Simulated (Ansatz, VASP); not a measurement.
Ge2Sb2Se: VASP beside Ansatz

File INCAR:

```
ALGO = Normal
EDIFF = 1E-7
EDIFFG = -0.01
ENCUT = 600
GGA = PE
IBRION = 2
ISIF = 3
ISMEAR = 0
KPAR = 4
LASPH = T
LCHARG = F
LREAL = F
LWAVE = F
NELM = 100
NSW = 100
PREC = Accurate
SIGMA = 0.01
```

The input KPOINTS:

```
k-points
0
Gamma
  4 10 10
```

File POSCAR:

```
Ge2Sb2Se
1.0
   11.4830350936      0.0000000000      0.0000000000
    0.0000000000      2.0964142683      3.5823833424
    0.0000000000     -2.0964142683      3.5823833424
Ge Sb Se
2 2 1
Direct
    0.8122589735     -0.0029657993     -0.0029657993
    0.1877410265     -0.0029657993     -0.0029657993
    0.2949761019      0.6606063149      0.6606063149
    0.7050238981      0.6606063149      0.6606063149
    0.0000000000      0.8481189687      0.8481189687
```

Input for Ansatz:

```yaml
crystal:
  lattice:
    - [11.4830350936, 0.0, 0.0]
    - [0.0, 2.0964142683, 3.5823833424]
    - [0.0, -2.0964142683, 3.5823833424]
  atoms:
    - { symbol: Ge, position: [0.8122589735, -0.0029657993, -0.0029657993] }
    - { symbol: Ge, position: [0.1877410265, -0.0029657993, -0.0029657993] }
    - { symbol: Sb, position: [0.2949761019, 0.6606063149, 0.6606063149] }
    - { symbol: Sb, position: [0.7050238981, 0.6606063149, 0.6606063149] }
    - { symbol: Se, position: [0.0, 0.8481189687, 0.8481189687] }
basis:
  ecutwfc: 420
kpoints:
  mp_grid: { grid: [4, 10, 10] }
hamiltonian:
  xc: pbe
scf:
  occupations: { method: gaussian, width: 0.01 }
output:
  forces: true
  stress: true
  eigenvalues: true
  write_density: true
  write_potential: true
  elf: true
  volumetric_format: npy
relax:
  adjacent_minimum: "off"
  f_tol: 0.01
  max_steps: 80
  cell: { stress_tol: 0.05 }
```

Alike in both runs: task relaxation of cell and atoms; functional PBE; k mesh 4 × 10 × 10; occupations gaussian, width 0.01 eV; no spin polarisation.

|  | VASP | Ansatz |
| --- | --- | --- |
| version | VASP 6.6.1 | Ansatz 0.2.0 |
| potentials or method | VASP PAW PBE potentials, release 64 (Ge_d, Sb, Se), cutoff 600 eV | scalar-relativistic, plane waves, PAW |
| valence electrons in the cell | 44 | 74 |

```csv
,VASP,Ansatz,Ansatz less VASP
"gap on the k mesh at the Fermi level, each at its own relaxed structure (eV)",0.16,0.17,+0.008
relaxed volume (Å³/atom),34.54,34.50,-0.040
relaxed length of the cell vector where the two differ most in proportion (Å),11.496,11.483,-0.0134
```

VASP's potentials hold 44 valence electrons a cell and Ansatz's 74, so a difference there can come from the potentials and not from the codes.

Neither program's run includes spin-orbit coupling.
